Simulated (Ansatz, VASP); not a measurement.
## Two plane-wave programs on C

```
C
1.0
     2.48361    0.00000    0.00000
    -1.24180    2.15087    0.00000
     0.00000    0.00000    4.13649
C
4
Cartesian
  0.0000 1.4339 -0.0007
  1.2418 0.7170 2.0675
  0.0000 1.4339 1.5478
  1.2418 0.7170 3.6160
```

Alike in both runs: functional LDA; k mesh 9 × 9 × 6; occupations gaussian, width 0.1 eV; no spin polarisation.

Ansatz relaxed the structure, and its values are those at the end. VASP's run is a single point on that final structure, the one shown.

```csv
,VASP,Ansatz
version,VASP 6.6.1,Ansatz 0.2.0
potentials or method,"VASP PAW LDA potentials, release 64 (C), cutoff 520 eV","scalar-relativistic, plane waves, PAW"
valence electrons in the cell,16,16
```

Ansatz gave:

* gap on the k mesh at the Fermi level (eV): 3.03
* least direct gap on the mesh (eV): 4.97
* pressure (GPa): -0.3
* rms of the force components (eV/Å): 0.000

Estimate VASP's values.

gap on the k mesh at the Fermi level (eV): 3.01; least direct gap on the mesh (eV): 4.97; pressure (GPa): 1.5; rms of the force components (eV/Å): 0.003.

Ansatz warns that its potentials were made for another functional, while VASP's fit it. LDA's correlation is that of Perdew and Zunger in VASP and of Perdew and Wang (1992) in Ansatz.
